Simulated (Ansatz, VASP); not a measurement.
**In in VASP and in Ansatz**

File POSCAR:

```
In
1.0
    3.4013916276      0.0000000000      0.0000000000
    0.3525311873      3.3830735679      0.0000000000
    0.0000000000      0.0000000000     26.3854997558
In
6
Direct
    0.5000000000      0.5000000000      0.2842470322
    0.0000000000      0.0000000000      0.3705482193
    0.5000000000      0.5000000000      0.4568494064
    0.0000000000      0.0000000000      0.5431505936
    0.5000000000      0.5000000000      0.6294517807
    0.0000000000      0.0000000000      0.7157529678
```

File INCAR.step1:

```
  PREC = Accurate
  ENCUT = 520
  ISMEAR = 0
  SIGMA = 0.1
  LREAL = F
  LASPH = T
  NELM = 100
  LDIPOL = T
  IDIPOL = 3
  DIPOL = 0.5 0.5 0.500
  NBANDS = 48
  GGA = PE
  ALGO = Normal
  EDIFF = 1E-4
  LWAVE = T
  LCHARG = F
```

Contents of INCAR.step2:

```
  PREC = Accurate
  ENCUT = 520
  EDIFF = 1E-7
  ISMEAR = 0
  SIGMA = 0.1
  LREAL = F
  LASPH = T
  NELM = 100
  ALGO = Normal
  ISIF = 2
  LWAVE = F
  LCHARG = T
  LDIPOL = T
  IDIPOL = 3
  DIPOL = 0.5 0.5 0.500
  METAGGA = R2SCAN
  LMIXTAU = T
  LELF = T
  LVHAR = T
  LVACPOTAV = T
  NBANDS = 48
  ISTART = 1
```

The input KPOINTS:

```
Automatic mesh
0
Gamma
  10 10 1
```

Input for Ansatz:

```yaml
crystal:
  lattice:
    - [3.4013916276, 0.0, 0.0]
    - [0.3525311873, 3.3830735679, 0.0]
    - [0.0, 0.0, 26.3854997558]
  atoms:
    - { symbol: In, position: [0.5, 0.5, 0.2842470322] }
    - { symbol: In, position: [0.0, 0.0, 0.3705482193] }
    - { symbol: In, position: [0.5, 0.5, 0.4568494064] }
    - { symbol: In, position: [0.0, 0.0, 0.5431505936] }
    - { symbol: In, position: [0.5, 0.5, 0.6294517807] }
    - { symbol: In, position: [0.0, 0.0, 0.7157529678] }
basis:
  ecutwfc: 500
kpoints:
  mp_grid: { grid: [10, 10, 1] }
hamiltonian:
  xc: r2scan
scf:
  occupations: { method: gaussian, width: 0.1 }
output:
  forces: true
  stress: true
  eigenvalues: true
  write_density: true
  write_potential: true
  elf: true
  volumetric_format: npy
efield:
  axis: 3
  dipole_correction: true
```

Alike in both runs: task single point; functional r2SCAN; k mesh 10 × 10 × 1; occupations gaussian, width 0.1 eV; no spin polarisation.

|  | VASP | Ansatz |
| --- | --- | --- |
| version | VASP 6.6.1 | Ansatz 0.2.0 |
| potentials or method | VASP PAW PBE potentials, release 64 (In_d), cutoff 520 eV | scalar-relativistic, plane waves, PAW |
| valence electrons in the cell | 78 | 78 |

Ansatz gave:

```
gap on the k mesh at the Fermi level (eV)  : none
rms of the force components (eV/Å)         : 0.024
work function, face that differs most (eV) : 4.13
```

**Question.** Which values does VASP return?

**Answer.** gap on the k mesh at the Fermi level (eV): none; rms of the force components (eV/Å): 0.025; work function, face that differs most (eV): 4.13.

VASP's potentials were made for PBE, not for r2SCAN. Atom by atom the forces differ by 0.004 eV/Å (rms over components). A gap of «none» marks a metal or a gap that the smearing closes. With one functional, cell and mesh, what is left measures potentials, basis and numerics. Ansatz's warnings: xc potential rough in thin density.
